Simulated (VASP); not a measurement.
# PbO (P4/nmm) in VASP: notebook, part 3 of 3

VASP 6.6.1. Earlier steps stand in the parts before.

## Step 5: Relaxation of cell and atoms, r2SCAN, target pressure 20 GPa, at which the enthalpy is minimised

The input, POSCAR:

```
PbO
1.0
    3.9900000000      0.0000000000      0.0000000000
    0.0000000000      3.9900000000      0.0000000000
    0.0000000000      0.0000000000      5.0100000000
Pb O
2 2
Direct
    0.5000000000      0.0000000000      0.7600000000
    0.0000000000      0.5000000000      0.2400000000
    0.5000000000      0.5000000000      0.0000000000
    0.0000000000      0.0000000000      0.0000000000
```

The input, INCAR.step1:

```
PREC = Accurate
ENCUT = 660
ISMEAR = -1
SIGMA = 0.05
LREAL = False
LASPH = True
NELM = 120
GGA = PE
ALGO = Normal
EDIFF = 1E-5
LWAVE = True
LCHARG = False
GGA_COMPAT = False
IBRION = 2
ISIF = 3
EDIFFG = -0.005
NELMIN = 4
NSW = 100
```

The input, INCAR.step2:

```
PREC = Accurate
ENCUT = 660
EDIFF = 1E-7
ISMEAR = -1
SIGMA = 0.05
LREAL = False
LASPH = True
NELM = 120
ALGO = Normal
ISIF = 3
LWAVE = False
LCHARG = False
METAGGA = R2SCAN
LMIXTAU = True
IBRION = 2
NSW = 60
EDIFFG = -0.01
PSTRESS = 200.0
ISTART = 1
GGA_COMPAT = False
NELMIN = 4
```

The input, KPOINTS:

```
regular mesh
0
Gamma
  7 7 6
```

Command:

```sh
cat potpaw_PBE.64/Pb_d/POTCAR potpaw_PBE.64/O/POTCAR > POTCAR
cp INCAR.step1 INCAR
mpirun -np 1 vasp_std > vasp.out
cp INCAR.step2 INCAR
mpirun -np 1 vasp_std > vasp.out
```

Wall time 50 min (1 thread of Intel Xeon 6975P-C (Granite Rapids), shared host); peak memory 0.32 GiB.

It converged, with:

- Free energy: -128.5663 eV
- Relaxed volume: 15.05 Å³/atom
- Relaxed cell: a = 3.939 Å, b = 3.939 Å, c = 3.881 Å, α = 90.00°, β = 90.00°, γ = 90.00°
- Space group after relaxing (to 0.1 Å): P4/nmm (No. 129)
- Energy change on relaxing (the run minimises the enthalpy): +236.0 meV/atom
- Ionic steps: 18
- Pressure after relaxing: 20.0 GPa
- Band gap on the k mesh: 1.30 eV (least direct gap 2.07 eV)

Step by step:
| step | energy change (eV) | largest force (eV/Å) | pressure (GPa) | volume (Å³) |
| --- | --- | --- | --- | --- |
| 1 | 0.0000 | 0.2955 | 0.10 | 79.76 |
| 2 | 4.5773 | 8.7865 | 80.49 | 54.45 |
| 3 | 0.5428 | 2.1857 | 18.03 | 68.95 |
| 4 | 0.6005 | 2.3329 | 19.23 | 68.46 |
| 5 | 0.6953 | 1.0327 | 19.84 | 64.79 |
| 6 | 1.0103 | 0.2757 | 21.79 | 61.54 |
| 7 | 0.9444 | 0.0593 | 21.40 | 62.04 |
| 8 | 0.7826 | 0.2199 | 18.33 | 62.49 |
| 9 | 0.6755 | 0.3562 | 15.37 | 62.88 |
| 10 | 0.8850 | 0.2650 | 20.79 | 60.81 |
| 11 | 0.8987 | 0.2979 | 21.08 | 60.70 |
| 12 | 0.9113 | 0.2314 | 20.86 | 60.53 |
| 13 | 0.9534 | 0.1116 | 20.55 | 60.14 |
| 14 | 0.9597 | 0.0986 | 20.52 | 60.08 |
| 15 | 0.9096 | 0.0343 | 19.24 | 60.49 |
| 16 | 0.9338 | 0.0310 | 19.86 | 60.29 |
| 17 | 0.9400 | 0.0105 | 19.96 | 60.24 |
| 18 | 0.9438 | 0.0020 | 20.00 | 60.21 |

Final structure:
```
Pb O
1.0
     3.93882    0.00000    0.00000
     0.00000    3.93882    0.00000
     0.00000    0.00000    3.88071
Pb O
2 2
Direct
  0.50000 0.00000 0.70670
  0.00000 0.50000 0.29330
  0.50000 0.50000 0.00000
  0.00000 0.00000 0.00000
```

Levels at points of the mesh, in eV from the valence-band top:
```tsv
k point	band 18	band 19	band 20	band 21	band 22	band 23
(0.00, 0.00, 0.00)	-2.05	-1.87	-0.45	4.95	5.87	5.87
(0.00, 0.00, 0.50)	-1.99	-1.99	-0.05	2.60	3.25	3.25
```

Caveat: the cell is relaxed towards a set pressure, so the run minimises the enthalpy, not the energy; the volume moved by over 15 % at a fixed basis, so the end points are rough; the PAW data sets were made with another functional, which shifts forces and pressure a little; spin-orbit coupling is left out, which moves the levels of the heavy elements. A k mesh can miss the band edges.

## Step 6: Single point, HSE06

POSCAR is that of step 5.

The input, INCAR.step1:

```
SYSTEM = PbO
  PREC = Accurate
  ENCUT = 520
  EDIFF = 1E-5
  ISMEAR = -1
  SIGMA = 0.05
  LREAL = .False.
  LASPH = .True.
  NELM = 120
  ALGO = Normal
  ISIF = 2
  LWAVE = .True.
  NBANDS = 28
  GGA = PE
  GGA_COMPAT = .False.
```

The input, INCAR.step2:

```
SYSTEM = PbO
  PREC = Accurate
  ENCUT = 520
  EDIFF = 1E-6
  ISMEAR = -1
  SIGMA = 0.05
  LREAL = .False.
  LASPH = .True.
  NELM = 120
  ALGO = Normal
  ISIF = 2
  LWAVE = .False.
  LCHARG = .True.
  GGA = PE
  LHFCALC = .True.
  HFSCREEN = 0.2079
  PRECFOCK = Normal
  LELF = .True.
  LVHAR = .True.
  NBANDS = 28
  ISTART = 1
  GGA_COMPAT = .False.
```

The input, KPOINTS:

```
regular mesh
0
Gamma
  4 4 3
  0 0 0
```

Potentials or basis: VASP PAW PBE potentials, release 64 (Pb_d, O).

Command:

```sh
cat potpaw_PBE.64/Pb_d/POTCAR potpaw_PBE.64/O/POTCAR > POTCAR
cp INCAR.step1 INCAR
mpirun -np 1 vasp_std > vasp.out
cp INCAR.step2 INCAR
mpirun -np 1 vasp_std > vasp.out
```

OUTCAR:

```text
SYSTEM = PbO
   PREC = Accurate
   ENCUT = 520
   EDIFF = 1E-6
   ISMEAR = -1
   LREAL = .False.
   LASPH = .True.
   NELM = 120
   ISIF = 2
   GGA = PE
   LHFCALC = .True.
   HFSCREEN = 0.2079
   PRECFOCK = Normal
   ISTART = 1

 ion  position               nearest neighbor table
   1  0.500  0.000  0.760-   3 2.33   4 2.33   3 2.33   4 2.33   2 3.71   2 3.71   2 3.71   2 3.71
                             2 3.84   2 3.84   2 3.84   2 3.84
   2  0.000  0.500  0.240-   3 2.33   4 2.33   4 2.33   3 2.33   1 3.71   1 3.71   1 3.71   1 3.71
                             1 3.84   1 3.84   1 3.84   1 3.84
   3  0.500  0.500  0.000-   1 2.33   2 2.33   1 2.33   2 2.33
   4  0.000  0.000  0.000-   1 2.33   2 2.33   2 2.33   1 2.33

  LATTYP: Found a simple tetragonal cell.
 ALAT       =     3.9900000000
 C/A-ratio  =     1.2556390977

  Lattice vectors:

 A1 = (   3.9900000000,   0.0000000000,   0.0000000000)
 A2 = (   0.0000000000,   3.9900000000,   0.0000000000)
 A3 = (   0.0000000000,   0.0000000000,   5.0100000000)

Analysis of symmetry for initial positions (statically):
=====================================================================
[... 172 lines left out ...]

 E-fermi :   5.4549     XC(G=0):  -8.1228

 val. band max:        4.5663451741   @ k =   0.0000   0.0000   0.0000
 cond. band min:       6.3786694837   @ k =   0.5000   0.5000   0.0000
 fundamental gap:      1.8123243096
 Fermi energy:         5.4549423177

 k-point     1 :       0.0000    0.0000    0.0000
  band No.  band energies     occupation
      1     -15.7727      2.00000
      2     -15.1384      2.00000
      3     -13.0065      2.00000
      4     -13.0065      2.00000
      5     -12.9447      2.00000
      6     -12.9310      2.00000
[... 361 lines left out ...]
     27      15.9692      0.00000
     28      15.9692      0.00000

------------------------ aborting loop because EDIFF is reached ----------------------------------------

  FORCE on cell =-STRESS in cart. coord.  units (eV):
  Direction    XX          YY          ZZ          XY          YZ          ZX
  --------------------------------------------------------------------------------------
  -------------------------------------------------------------------------------------
  Total       -0.3289583     -0.3289583     -0.4234459      0.0000000      0.0000000      0.0000000
  in kB       -6.6079686     -6.6079686     -8.5059930      0.0000000      0.0000000      0.0000000
  external PRESSURE =      -7.2406434 kB  Pullay stress =       0.0000000 kB

 VOLUME and BASIS-vectors are now :
 -----------------------------------------------------------------------------
  energy-cutoff  :      520.00
  volume of cell :       79.76
      direct lattice vectors                 reciprocal lattice vectors
     3.990000000  0.000000000  0.000000000     0.250626566  0.000000000  0.000000000
     0.000000000  3.990000000  0.000000000     0.000000000  0.250626566  0.000000000
     0.000000000  0.000000000  5.010000000     0.000000000  0.000000000  0.199600798

 POSITION                                       TOTAL-FORCE (eV/Angst)
 -----------------------------------------------------------------------------------
      1.99500      0.00000      3.80760        -0.000000      0.000000      0.587872
      0.00000      1.99500      1.20240         0.000000     -0.000000     -0.587872
      1.99500      1.99500      0.00000         0.000000     -0.000000     -0.000000
      0.00000      0.00000      0.00000         0.000000     -0.000000     -0.000000
 -----------------------------------------------------------------------------------
    total drift:                               -0.000001      0.000003     -0.000001

  FREE ENERGIE OF THE ION-ELECTRON SYSTEM (eV)
  ---------------------------------------------------
  free  energy   TOTEN  =       -26.4462334374 eV

  energy  without entropy=      -26.4462334359  energy(sigma->0) =      -26.44623344
```

Run time: 53 min. Hardware: 1 thread of Intel Xeon Platinum 8259CL at 2.50GHz (Skylake/Cascade Lake), shared host; peak memory 0.32 GiB.

What came out:

| Property | Result |
| --- | --- |
| Free energy | -26.4462 eV |
| Pressure | -0.7 GPa |
| Largest force | 0.588 eV/Å |
| Band gap on the k mesh | 1.81 eV (least direct gap 3.21 eV) |

Forces in eV/Å, atoms in the order of the input:
```
Pb   0.000  0.000  0.588
Pb   0.000  0.000 -0.588
O    0.000  0.000  0.000
O    0.000  0.000  0.000
```

Stress tensor (GPa, compression positive):
```
-0.66  0.00  0.00
 0.00 -0.66  0.00
 0.00  0.00 -0.85
```

Levels at points of the mesh, in eV from the valence-band top:
| k point | band 17 | band 18 | band 19 | band 20 | band 21 | band 22 | band 23 | band 24 |
| --- | --- | --- | --- | --- | --- | --- | --- | --- |
| (0.00, 0.00, 0.00) | -2.16 | -2.06 | -2.06 | 0.00 | 3.27 | 6.50 | 6.50 | 6.56 |
| (0.50, 0.00, 0.00) | -3.51 | -3.51 | -1.91 | -1.91 | 4.23 | 4.23 | 7.70 | 7.70 |
| (0.50, 0.50, 0.00) | -1.84 | -1.84 | -1.40 | -1.40 | 1.81 | 1.81 | 6.14 | 6.14 |

Caveat: the PAW data sets were made with another functional, which shifts forces and pressure a little; spin-orbit coupling is left out, which moves the levels of the heavy elements. A k mesh can miss the band edges.

## Step 7: Single point, PBE-based screened hybrid with 15 % exact exchange

POSCAR is that of step 6.

The input, INCAR.step1:

```
SYSTEM = PbO
ALGO = Normal
EDIFF = 1E-5
ENCUT = 520
GGA = PE
GGA_COMPAT = .False.
ISIF = 2
ISMEAR = -1
LASPH = .True.
LCHARG = .False.
LREAL = .False.
LWAVE = .True.
NBANDS = 28
NELM = 120
PREC = Accurate
SIGMA = 0.05
```

The input, INCAR.step2:

```
SYSTEM = PbO
AEXX = 0.15
ALGO = Normal
EDIFF = 1E-6
ENCUT = 520
GGA = PE
GGA_COMPAT = .False.
HFSCREEN = 0.2078699
ISIF = 2
ISMEAR = -1
ISTART = 1
LASPH = .True.
LCHARG = .False.
LHFCALC = .True.
LREAL = .False.
LWAVE = .False.
NBANDS = 28
NELM = 120
PREC = Accurate
PRECFOCK = Normal
SIGMA = 0.05
```

The input, KPOINTS:

```
k-points
0
Gamma
  4 4 3
  0 0 0
```

Command:

```sh
cat potpaw_PBE.64/Pb_d/POTCAR potpaw_PBE.64/O/POTCAR > POTCAR
cp INCAR.step1 INCAR
mpirun -np 1 vasp_std > vasp.out
cp INCAR.step2 INCAR
mpirun -np 1 vasp_std > vasp.out
```

Wall time 33 min (1 thread of Intel Xeon Platinum 8259CL at 2.50GHz (Skylake/Cascade Lake), shared host); peak memory 0.31 GiB.

The run converged. Its results:

- Free energy: -24.4023 eV
- Pressure: 0.7 GPa
- Largest force: 0.349 eV/Å
- Band gap on the k mesh: 1.54 eV (least direct gap 2.75 eV)

Forces on the atoms (eV/Å):
```
Pb   0.000  0.000  0.349
Pb   0.000  0.000 -0.349
O    0.000  0.000  0.000
O    0.000  0.000  0.000
```

Stress tensor (GPa, compression positive):
```
0.94 0.00 0.00
0.00 0.94 0.00
0.00 0.00 0.35
```

Levels at points of the mesh, in eV from the valence-band top:
```tsv
k point	band 17	band 18	band 19	band 20	band 21	band 22	band 23	band 24
(0.00, 0.00, 0.00)	-1.94	-1.86	-1.86	0.00	2.92	6.12	6.12	6.17
(0.50, 0.00, 0.00)	-3.26	-3.26	-1.80	-1.80	3.89	3.89	7.27	7.27
(0.50, 0.50, 0.00)	-1.77	-1.77	-1.21	-1.21	1.54	1.54	5.78	5.78
```

Caveat: the PAW data sets were made with another functional, which shifts forces and pressure a little; spin-orbit coupling is left out, which moves the levels of the heavy elements.

## Step 8: The runs side by side

| task | level | cell | k mesh | cutoff (eV) | grid for exact exchange (PRECFOCK) | share of exact exchange | screening parameter | gap on the mesh (eV) | pressure (GPa) | largest force (eV/Å) |
| --- | --- | --- | --- | --- | --- | --- | --- | --- | --- | --- |
| single point | B3LYP | as given | 4 × 4 × 3 | 520 | Normal | 0.2 | - | 2.36 | 3.1 | 0.24 |
| single point | PBEsol-based screened hybrid with 25 % exact exchange | as given | 4 × 4 × 3 | 520 | Normal | 0.25 | 0.207 1/Å | 1.75 | -3.4 | 0.79 |
| single point | PBE-based screened hybrid with 35 % exact exchange | as given | 4 × 4 × 3 | 520 | Normal | 0.35 | 0.20787 1/Å | 2.09 | -2.1 | 0.82 |
| relaxation of cell and atoms | r2SCAN | relaxed to 20 GPa | 7 × 7 × 6 | 660 | - | - | - | 1.30 | 20.0 | - |
| single point | HSE06 | as given | 4 × 4 × 3 | 520 | Normal | 0.25 | 0.2079 1/Å | 1.81 | -0.7 | 0.59 |
| single point | PBE-based screened hybrid with 15 % exact exchange | as given | 4 × 4 × 3 | 520 | Normal | 0.15 | 0.20787 1/Å | 1.54 | 0.7 | 0.35 |

Alike in all rows: potentials or basis VASP PAW PBE potentials, release 64 (Pb_d, O); no spin polarisation; smearing fermi-dirac 0.05 eV.

On the cell as given the gap runs from 1.54 eV (PBE-based screened hybrid with 15 % exact exchange) to 2.36 eV (B3LYP). The pressure there spans -3.4 GPa (PBEsol-based screened hybrid with 25 % exact exchange) to 3.1 GPa (B3LYP); a positive pressure means that this level wants a larger cell, a negative one a smaller.

Caveats: the PAW data sets were made with another functional, which shifts forces and pressure a little; spin-orbit coupling is left out, which moves the levels of the heavy elements; the cell stands under pressure (at least some runs); the cell stands under tension (at least some runs); the cell is relaxed towards a set pressure, so the run minimises the enthalpy, not the energy (at least some runs); the volume moved by over 15 % at a fixed basis, so the end points are rough (at least some runs).

Absolute energies hang on the potentials; compare differences alone.
